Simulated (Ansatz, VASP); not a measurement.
One calculation of Pd, two programs

The input INCAR:

```
SYSTEM = Pd
PREC = Accurate ; ENCUT = 520
EDIFF = 1E-7 ; ISMEAR = 0
SIGMA = 0.15 ; LREAL = .FALSE.
LASPH = .TRUE. ; NELM = 80
ALGO = Normal ; ISIF = 2
LWAVE = .FALSE. ; LCHARG = .TRUE.
GGA = PS ; LELF = .TRUE.
LVHAR = .TRUE. ; NBANDS = 11
```

File KPOINTS:

```
regular mesh
0
G
  20 20 20
  0 0 0
```

Contents of POSCAR:

```
Pd
1.0
    0.0000000000      1.9449000000      2.0470072500
    1.9449000000      0.0000000000      2.0470072500
    1.9449000000      1.9449000000      0.0000000000
Pd
1
Direct
    0.0000000000      0.0000000000      0.0000000000
```

Input for Ansatz:

```yaml
crystal:
  lattice:
    - [0.0, 1.9449, 2.04700725]
    - [1.9449, 0.0, 2.04700725]
    - [1.9449, 1.9449, 0.0]
  atoms:
    - { symbol: Pd, position: [0.0, 0.0, 0.0] }
basis:
  ecutwfc: 420
kpoints:
  mp_grid: { grid: [20, 20, 20] }
hamiltonian:
  xc: pbesol
scf:
  occupations: { method: gaussian, width: 0.15 }
output:
  forces: true
  stress: true
  eigenvalues: true
```

Change from the starting cell: strain +0.0525 x Voigt [0, 0, 1, 0, 0, 0], atoms carried along.

Alike in both runs: task single point; functional PBEsol; k mesh 20 × 20 × 20; occupations gaussian, width 0.15 eV; no spin polarisation.

|  | VASP | Ansatz |
| --- | --- | --- |
| version | VASP 6.6.1 | Ansatz 0.2.0 |
| potentials or method | VASP PAW PBE potentials, release 64 (Pd), cutoff 520 eV | scalar-relativistic, plane waves, PAW |
| valence electrons in the cell | 10 | 18 |

```csv
,VASP,Ansatz,Ansatz less VASP
gap on the k mesh at the Fermi level (eV),none,none,-
pressure (GPa),-10.8,-10.5,+0.26
"traceless stress, the component that is largest in VASP (GPa)",-1.89,-1.92,-0.022
```

VASP's potentials were made for PBE, not for PBEsol. A gap of «none» marks a metal or a gap that the smearing closes. The functional is the same, so the differences come from potentials, cutoffs and numerics. VASP's potentials hold 10 valence electrons a cell and Ansatz's 18, so a difference there can come from the potentials and not from the codes.
